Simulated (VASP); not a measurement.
# Ag12H2C in VASP: further runs

Runs on Ag12H2C. Level: PBE. Tasks: single point.

All numbers are computed with VASP 6.6.1; they aren't measurements. Logs are shortened: lines on timing, memory, paths and dates and some standing lists are left out, and cuts for length are marked.

## (1) The cell of the first run

The cell holds a slab with vacuum, 15 atoms: a = 5.784 Å, b = 5.784 Å, c = 16.723 Å, α = 90.00°, β = 90.00°, γ = 60.00°.

## (2) Single point, PBE

Input file INCAR:

```
SYSTEM = Ag12H2C
  ALGO = Normal
  EDIFF = 1E-6
  ENCUT = 520
  GGA = PE
  GGA_COMPAT = .False.
  ISIF = 2
  ISMEAR = 0
  LASPH = .True.
  LCHARG = .True.
  LELF = .True.
  LREAL = .False.
  LVHAR = .True.
  LWAVE = .False.
  NBANDS = 82
  NELM = 120
  NELMDL = -8
  PREC = Accurate
  SIGMA = 0.1
```

Input file KPOINTS:

```
k-points
0
Gamma
  3 3 1
  0 0 0
```

Input file POSCAR:

```
Ag12H2C
1.0
    5.7841330000      0.0000000000      0.0000000000
    2.8920670000      5.0092070000      0.0000000000
    0.0000000000      0.0000000000     16.7227250000
Ag C H
12 1 2
Direct
    0.1666667653      0.1666666999      0.0597989263
    0.6666666788      0.1666666999      0.0597989263
    0.1666666289      0.6666667998      0.0597989263
    0.6666667154      0.6666667998      0.0597989263
   -0.1607305879      0.3147821601      0.2112009855
    0.3458643689      0.3148580204      0.2111915373
   -0.1582127627      0.8172115866      0.2030306066
    0.3393376530      0.8205324715      0.2085278566
    0.0197849478     -0.0404948328      0.3564728835
    0.5199013857     -0.0382984772      0.3542274958
    0.0196802318      0.4616884469      0.3470364429
    0.5153142967      0.4732254027      0.3549884962
    0.8876310772      0.7185265053      0.4493703030
    0.7863654675      0.8997300371      0.4859030451
    0.9765340606      0.5480699839      0.4917608823
```

Potentials or basis: VASP PAW PBE potentials, release 64 (Ag, C, H).

The run is started by

```sh
$ cat potpaw_PBE.64/Ag/POTCAR potpaw_PBE.64/C/POTCAR potpaw_PBE.64/H/POTCAR > POTCAR
$ mpirun -np 1 vasp_std > vasp.out
```

OUTCAR:

```text
SYSTEM = Ag12H2C
   EDIFF = 1E-6
   ENCUT = 520
   GGA = PE
   ISIF = 2
   ISMEAR = 0
   LASPH = .True.
   LREAL = .False.
   NELM = 120
   NELMDL = -8
   PREC = Accurate

 ion  position               nearest neighbor table
   1  0.167  0.167  0.060-   2 2.89   4 2.89   3 2.89   2 2.89   4 2.89   3 2.89   6 3.02   5 3.02
                             8 3.03
   2  0.667  0.167  0.060-   1 2.89   4 2.89   3 2.89   1 2.89   3 2.89   4 2.89   7 2.97   5 3.00
                             6 3.00
   3  0.167  0.667  0.060-   4 2.89   2 2.89   1 2.89   4 2.89   2 2.89   1 2.89   7 2.90   8 2.98
                             6 3.08
   4  0.667  0.667  0.060-   3 2.89   2 2.89   1 2.89   3 2.89   1 2.89   2 2.89   7 2.90   8 2.98
                             5 3.09
   5  0.839  0.315  0.211-  11 2.80   6 2.85   7 2.87   8 2.88  12 2.90   8 2.91   7 2.92   6 2.93
                             2 3.00   9 3.01   1 3.02   4 3.09
   6  0.346  0.315  0.211-  11 2.80   5 2.85   7 2.88   8 2.88   8 2.91  12 2.91   7 2.91   5 2.93
                            10 2.98   2 3.00   1 3.02   3 3.08
   7  0.842  0.817  0.203-   5 2.87   6 2.88   8 2.89   3 2.90   8 2.90   4 2.90   6 2.91   5 2.92
                             2 2.97  11 3.00  10 3.00   9 3.03
   8  0.339  0.821  0.209-   5 2.88   6 2.88   7 2.89   7 2.90   6 2.91   5 2.91  10 2.92   9 2.95
                             3 2.98   4 2.98  12 3.00   1 3.03
   9  0.020  0.960  0.356-  13 2.45  12 2.84  11 2.88  10 2.89  10 2.90  11 2.91  12 2.95   8 2.95
                             5 3.01   7 3.03
  10  0.520  0.962  0.354-  13 2.46  12 2.84   9 2.89  11 2.89  11 2.90   9 2.90   8 2.92  12 2.95
                             6 2.98   7 3.00
  11  0.020  0.462  0.347-  13 2.14   6 2.80   5 2.80   9 2.88  12 2.89  10 2.89  10 2.90  12 2.90
                             9 2.91   7 3.00
  12  0.515  0.473  0.355-  10 2.84   9 2.84  11 2.89   5 2.90  11 2.90   6 2.91   9 2.95  10 2.95
                             8 3.00
  13  0.888  0.719  0.449-  14 1.10  15 1.11  11 2.14   9 2.45  10 2.46
  14  0.786  0.900  0.486-  13 1.10
  15  0.977  0.548  0.492-  13 1.11

  LATTYP: Found a hexagonal cell.
 ALAT       =     5.7841340148
 C/A-ratio  =     2.8911371965

  Lattice vectors:

 A1 = (  -2.8920670000,  -5.0092070000,   0.0000000000)
 A2 = (   5.7841330000,   0.0000000000,   0.0000000000)
 A3 = (   0.0000000000,   0.0000000000,  16.7227250000)

Analysis of symmetry for initial positions (statically):
=====================================================================
 Subroutine PRICEL returns:
 Original cell was already a primitive cell.

 Routine SETGRP: Setting up the symmetry group for a
 hexagonal supercell.

 Subroutine GETGRP returns: Found  1 space group operations
 (whereof  1 operations were pure point group operations)
 out of a pool of 24 trial point group operations.

The static configuration has the point symmetry C_1 .

Analysis of symmetry for dynamics (positions and initial velocities):
=====================================================================
 Subroutine PRICEL returns:
 Original cell was already a primitive cell.

 Routine SETGRP: Setting up the symmetry group for a
 hexagonal supercell.

 Subroutine GETGRP returns: Found  1 space group operations
 (whereof  1 operations were pure point group operations)
 out of a pool of 24 trial point group operations.

The dynamic configuration has the point symmetry C_1 .

 Subroutine INISYM returns: Found  1 space group operations
 (whereof  1 operations are pure point group operations),
 and found     1 'primitive' translations

----------------------------------------------------------------------------------------

                                     Primitive cell

  volume of cell :     484.5229

  direct lattice vectors                    reciprocal lattice vectors
     5.784133000  0.000000000  0.000000000     0.172886758 -0.099816216  0.000000000
     2.892067000  5.009207000  0.000000000     0.000000000  0.199632397  0.000000000
     0.000000000  0.000000000 16.722725000     0.000000000  0.000000000  0.059798867

  length of vectors
     5.784133000  5.784134015 16.722725000     0.199632432  0.199632397  0.059798867

  position of ions in fractional coordinates (direct lattice)
     0.166666765  0.166666700  0.059798926
     0.666666679  0.166666700  0.059798926
     0.166666629  0.666666800  0.059798926
     0.666666715  0.666666800  0.059798926
     0.839269412  0.314782160  0.211200985
[... 43 lines left out ...]

  Length of vectors
     0.066544144  0.066544132  0.059798867

  Shift w.r.t. Gamma in fractional coordinates (k-lattice)
     0.000000000  0.000000000  0.000000000

 Subroutine IBZKPT returns following result:
 ===========================================

 Found      5 irreducible k-points:

 Following reciprocal coordinates:
            Coordinates               Weight
  0.000000  0.000000  0.000000      1.000000
  0.333333 -0.000000  0.000000      2.000000
  0.333333  0.333333  0.000000      2.000000
  0.000000  0.333333  0.000000      2.000000
 -0.333333  0.333333  0.000000      2.000000
   k-points           NKPTS =      5   k-points in BZ     NKDIM =      5   number of bands    NBANDS=     82
   number of dos      NEDOS =    301   number of ions     NIONS =     15
   total plane-waves  NPLWV = 290304
   dimension x,y,z NGX =    48 NGY =   48 NGZ =  126
   dimension x,y,z NGXF=    96 NGYF=   96 NGZF=  252
   ions per type =              12   1   2
   NGX,Y,Z   is equivalent  to a cutoff of  13.80, 13.80, 12.53 a.u.
   NGXF,Y,Z  is equivalent  to a cutoff of  27.59, 27.59, 25.05 a.u.
 SYSTEM =  Ag12H2C
   PREC   = accura    normal or accurate (medium, high low for compatibility)
   ISTART =      0    job   : 0-new  1-cont  2-samecut
   ICHARG =      2    charge: 1-file 2-atom 10-const
   ISPIN  =      1    spin polarized calculation?
   LNONCOLLINEAR =      F non collinear calculations
   LSORBIT =      F    spin-orbit coupling
   LASPH  =      T    aspherical Exc in radial PAW
   ENCUT  =  520.0 eV  38.22 Ry    6.18 a.u.  10.75 10.75 31.09*2*pi/ulx,y,z
   NELM   =    120;   NELMIN=  2; NELMDL= -8     # of ELM steps
   EDIFF  = 0.1E-05   stopping-criterion for ELM
   LREAL  =      F    real-space projection
   EDIFFG = 0.1E-04   stopping-criterion for IOM
   NSW    =      0    number of steps for IOM
   IBRION =     -1    ionic relax: 0-MD 1-quasi-New 2-CG
   NFREE  =      0    steps in history (QN), initial steepest desc. (CG)
   ISIF   =      2    stress and relaxation
   ISYM   =      2    0-nonsym 1-usesym 2-fastsym
   POTIM  = 0.5000    time-step for ionic-motion
   TEBEG  =    0.0;   TEEND  =   0.0 temperature during run
   PSTRESS=    0.0 pullay stress
   NELECT =     138.0000    total number of electrons
   NUPDOWN=      -1.0000    fix difference up-down
   EMIN   =  10.00;   EMAX   =-10.00  energy-range for DOS
   EFERMI =   0.00;   METHOD = LEGACY
   ISMEAR =     0;   SIGMA  =   0.10  broadening in eV -4-tet -1-fermi 0-gaus
   EFERMI_NEDOS =   21; number of points for ismear=-14 and -15
   IALGO  =     38    algorithm
   IMIX   =      4    mixing-type and parameters
     AMIX     =   0.40;   BMIX     =  1.00
     AMIX_MAG =   1.60;   BMIX_MAG =  1.00
  volume/ion in A,a.u.               =      32.30       217.98
  Fermi-wavevector in a.u.,A,eV,Ry     =   1.077118  2.035457 15.785237  1.160182
  Thomas-Fermi vector in A             =   2.213021
   LORBIT       =      0    0 simple, 1 ext, 2 COOP (PROOUT), +10 PAW based schemes
   GGA     = PE    functional components
   LHFCALC =     F    Hartree Fock is set to
   AEXX    =    0.0000 exact exchange contribution
   IVDW    =     0    specifies the selected vdW correction
   LEPSILON=     F    determine dielectric tensor
   LRPA    =     F    only Hartree local field effects (RPA)
 non-spin polarized calculation
 Gauss-broadening in eV      SIGMA  =   0.10
  energy-cutoff  :      520.00
  volume of cell :      484.52
 maximum number of plane-waves:     13095
 NGX is ok and might be reduce to    48
   NGX = 21   NGY = 21   NGZ = 63

 number of electron     138.0000003 magnetization

 Free energy of the ion-electron system (eV)
  ---------------------------------------------------
  ext. energy  EPLUGINS =         0.00000000
  ---------------------------------------------------
  free energy    TOTEN  =       -43.53304618 eV

  energy without entropy =      -43.52078554  energy(sigma->0) =      -43.52691586

 E-fermi :   1.2436     XC(G=0):  -6.5571

 val. band max:        1.1266852711   @ k =   0.3333   0.3333   0.0000
 cond. band min:       1.3695443405   @ k =   0.3333   0.3333   0.0000
 fundamental gap:      0.2428590694
 Fermi energy:         1.2435753350

 k-point     1 :       0.0000    0.0000    0.0000
  band No.  band energies     occupation
      1     -10.7228      2.00000
      2      -5.7452      2.00000
      3      -5.2010      2.00000
      4      -5.0092      2.00000
      5      -4.8725      2.00000
      6      -4.8026      2.00000
[... 409 lines left out ...]
     80       6.1502      0.00000
     81       6.4837      0.00000
 [bands above 81 left out]

------------------------ aborting loop because EDIFF is reached ----------------------------------------

  FORCE on cell =-STRESS in cart. coord.  units (eV):
  Direction    XX          YY          ZZ          XY          YZ          ZX
  --------------------------------------------------------------------------------------
  -------------------------------------------------------------------------------------
  Total       -0.4162761     -0.8245098     -1.2593947     -0.1447738      2.0174207      0.0376020
  in kB       -1.3765049     -2.7264159     -4.1644547     -0.4787251      6.6710280      0.1243389
  external PRESSURE =      -2.7557918 kB  Pullay stress =       0.0000000 kB

 VOLUME and BASIS-vectors are now :
 -----------------------------------------------------------------------------
  energy-cutoff  :      520.00
  volume of cell :      484.52
      direct lattice vectors                 reciprocal lattice vectors
     5.784133000  0.000000000  0.000000000     0.172886758 -0.099816216  0.000000000
     2.892067000  5.009207000  0.000000000     0.000000000  0.199632397  0.000000000
     0.000000000  0.000000000 16.722725000     0.000000000  0.000000000  0.059798867

 POSITION                                       TOTAL-FORCE (eV/Angst)
 -----------------------------------------------------------------------------------
      1.44603      0.83487      1.00000        -0.004432     -0.019332     -0.020995
      4.33810      0.83487      1.00000         0.006054      0.007995      0.036197
      2.89207      3.33947      1.00000         0.029171     -0.037235      0.026346
      5.78413      3.33947      1.00000        -0.030579     -0.049212      0.031462
      5.76482      1.57681      3.53186         0.000405     -0.044274      0.004638
      2.91112      1.57719      3.53170        -0.000371     -0.045000      0.010215
      7.23244      4.09358      3.39523         0.000773     -0.034652      0.023458
      4.33581      4.11022      3.48715        -0.001864     -0.032757      0.038445
      2.88939      4.80636      5.96120         0.000830     -0.079663      0.109317
      5.78848      4.81736      5.92365        -0.006962     -0.081878      0.086065
      1.44907      2.31269      5.80339        -0.008468     -0.105794     -0.000177
      4.34925      2.37048      5.93638        -0.005461     -0.066650     -0.046586
      7.21220      3.59925      7.51470         0.020949      0.267571     -0.160096
      7.15052      4.50693      8.12562        -0.017345      0.175628      0.045329
      7.23346      2.74540      8.22358         0.017301      0.145252     -0.183618
 -----------------------------------------------------------------------------------
    total drift:                               -0.000039      0.000187      0.000455

  FREE ENERGIE OF THE ION-ELECTRON SYSTEM (eV)
  ---------------------------------------------------
  free  energy   TOTEN  =       -43.5330461800 eV

  energy  without entropy=      -43.5207855442  energy(sigma->0) =      -43.52691586
```

Wall time 16 min (1 thread of Intel Xeon 8259CL, shared host); peak memory 0.68 GiB.

What came out:

* Free energy: -43.5330 eV
* Largest force: 0.313 eV/Å
* Band gap on the k mesh: zero (bands 69 and 70 overlap by 0.71 eV)

Forces in eV/Å, atoms in the order of the input:
```
Ag  -0.004 -0.019 -0.021
Ag   0.006  0.008  0.036
Ag   0.029 -0.037  0.026
Ag  -0.031 -0.049  0.031
Ag   0.000 -0.044  0.005
Ag   0.000 -0.045  0.010
Ag   0.001 -0.035  0.023
Ag  -0.002 -0.033  0.038
Ag   0.001 -0.080  0.109
Ag  -0.007 -0.082  0.086
Ag  -0.008 -0.106  0.000
Ag  -0.005 -0.067 -0.047
C    0.021  0.268 -0.160
H   -0.017  0.176  0.045
H    0.017  0.145 -0.184
```

Levels at points of the mesh, in eV from the Fermi level:
```csv
k point,band 65,band 66,band 67,band 68,band 69,band 70,band 71,band 72,band 73,band 74
"(0.00, 0.00, 0.00)",-1.97,-0.79,-0.47,0.30,0.46,0.55,0.87,1.29,1.36,1.41
```

Caveat: the k points lie up to 0.42 Å⁻¹ apart, too coarse for converged energies and pressures of a metal.

## (3) Single point, PBE

Edit INCAR of step 2 so:

```diff
@@ -9,6 +9,4 @@
   LASPH = .True.
-  LCHARG = .True.
-  LELF = .True.
+  LCHARG = .False.
   LREAL = .False.
-  LVHAR = .True.
   LWAVE = .False.
```

KPOINTS is that of step 2.

Input file POSCAR:

```
Ag12H2C
1.0
    5.7841330000      0.0000000000      0.0000000000
    2.8920670000      5.0092070000      0.0000000000
    0.0000000000      0.0000000000     16.7227250000
Ag C H
12 1 2
Direct
    0.1666667653      0.1666666999      0.0597989263
    0.6666666788      0.1666666999      0.0597989263
    0.1666666289      0.6666667998      0.0597989263
    0.6666667154      0.6666667998      0.0597989263
   -0.1668449872      0.3339955805      0.2153961750
    0.3320670273      0.3357816916      0.2089455516
   -0.1655952199      0.8311048036      0.2044689487
    0.3347355651      0.8313040367      0.2040724224
    0.0037973035     -0.0070783659      0.3477806398
    0.5036018116     -0.0075900237      0.3443621180
   -0.0048668409      0.4965550435      0.3597566784
    0.5069430978      0.4976035129      0.3585990920
    1.1823910770      0.6362773589      0.4459147657
    1.0834993864      0.8262583279      0.4792336775
    1.2680511524      0.4773545992      0.4913012084
```

Potentials or basis: VASP PAW PBE potentials, release 64 (Ag, C, H).

The run is started by

```sh
$ cat potpaw_PBE.64/Ag/POTCAR potpaw_PBE.64/C/POTCAR potpaw_PBE.64/H/POTCAR > POTCAR
$ mpirun -np 1 vasp_std > vasp.out
```

It took 17 min on 1 thread of Intel Xeon 8259CL, shared host; peak memory 0.68 GiB.

Results (log left out):

```
Free energy            : -43.8175 eV
Largest force          : 0.097 eV/Å
Band gap on the k mesh : zero (bands 69 and 70 overlap by 0.60 eV)
```

Forces in eV/Å, atoms in the order of the input:
```
Ag  -0.035  0.077  0.000
Ag   0.036  0.076  0.003
Ag   0.000 -0.072  0.045
Ag   0.000 -0.090 -0.036
Ag   0.000  0.003  0.008
Ag   0.000  0.002  0.002
Ag   0.000  0.000  0.005
Ag  -0.001  0.000  0.004
Ag  -0.002 -0.012  0.000
Ag   0.000 -0.003 -0.009
Ag   0.009  0.010  0.004
Ag  -0.004  0.009  0.004
C    0.000  0.002 -0.049
H   -0.001  0.031  0.006
H   -0.001 -0.032  0.013
```

Levels at points of the mesh, in eV from the Fermi level:
```
           k point  band 66  band 67  band 68  band 69  band 70  band 71  band 72  band 73
(0.00, 0.00, 0.00)    -0.87    -0.29     0.41     0.45     0.58     0.76     1.30     1.32
```

Caveat: the k points lie up to 0.42 Å⁻¹ apart, too coarse for converged energies and pressures of a metal.
